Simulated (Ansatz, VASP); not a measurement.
# IrF in VASP and in Ansatz

Contents of INCAR:

```
SYSTEM = IrF
  ALGO = Normal
  EDIFF = 1E-6
  ENCUT = 520
  GGA = PE
  ISIF = 2
  ISMEAR = 0
  ISPIN = 2
  LASPH = .TRUE.
  LCHARG = .FALSE.
  LMAXMIX = 4
  LORBIT = 11
  LREAL = .FALSE.
  LWAVE = .FALSE.
  MAGMOM = 1 0
  NBANDS = 19
  NELM = 150
  PREC = Accurate
  SIGMA = 0.1
```

KPOINTS

```
k-points
0
G
  6 6 6
  0 0 0
```

POSCAR

```
IrF
1.0
    2.6048127900      0.0000000000      0.0000000000
    0.0000000000      2.6048127900      0.0000000000
    0.0000000000      0.0000000000      3.2117972500
Ir F
1 1
Direct
    0.5000000000      0.5000000000      0.5000000000
    0.0000000000      0.0000000000      0.0000000000
```

Input for Ansatz:

```yaml
crystal:
  lattice:
    - [2.60481279, 0.0, 0.0]
    - [0.0, 2.60481279, 0.0]
    - [0.0, 0.0, 3.21179725]
  atoms:
    - { symbol: Ir, position: [0.5, 0.5, 0.5], spin: 1.0 }
    - { symbol: F, position: [0.0, 0.0, 0.0] }
basis:
  ecutwfc: 420
kpoints:
  mp_grid: { grid: [6, 6, 6] }
hamiltonian:
  xc: pbe
scf:
  occupations: { method: gaussian, width: 0.1 }
  lower_state_search: "off"
output:
  forces: true
  stress: true
  eigenvalues: true
  populations: true
magnetization:
  spin_polarized: true
```

Change from the starting cell: species swapped into the HgPd type (P4/mmm, No. 123).

Alike in both runs: task single point; functional PBE; k mesh 6 × 6 × 6; occupations gaussian, width 0.1 eV; collinear spin.

|  | VASP | Ansatz |
| --- | --- | --- |
| version | VASP 6.6.1 | Ansatz 0.2.0 |
| potentials or method | VASP PAW PBE potentials, release 64 (Ir, F), cutoff 520 eV | scalar-relativistic, plane waves, PAW |
| valence electrons in the cell | 16 | 24 |

```tsv
	VASP	Ansatz	Ansatz less VASP
gap on the k mesh at the Fermi level (eV)	none	none	-
net moment per atom (μB)	0.41	0.41	+0.004
size of the moment on the site where the two differ most (μB)	0.72	0.64	-0.076
```

Site moments also hang on the region over which each program counts them. A gap of «none» marks a metal or a gap that the smearing closes. VASP's potentials hold 16 valence electrons a cell and Ansatz's 24, so a difference there can come from the potentials and not from the codes.

The k mesh is coarse, so the values compare programs but aren't converged. Spin-orbit coupling is off throughout.
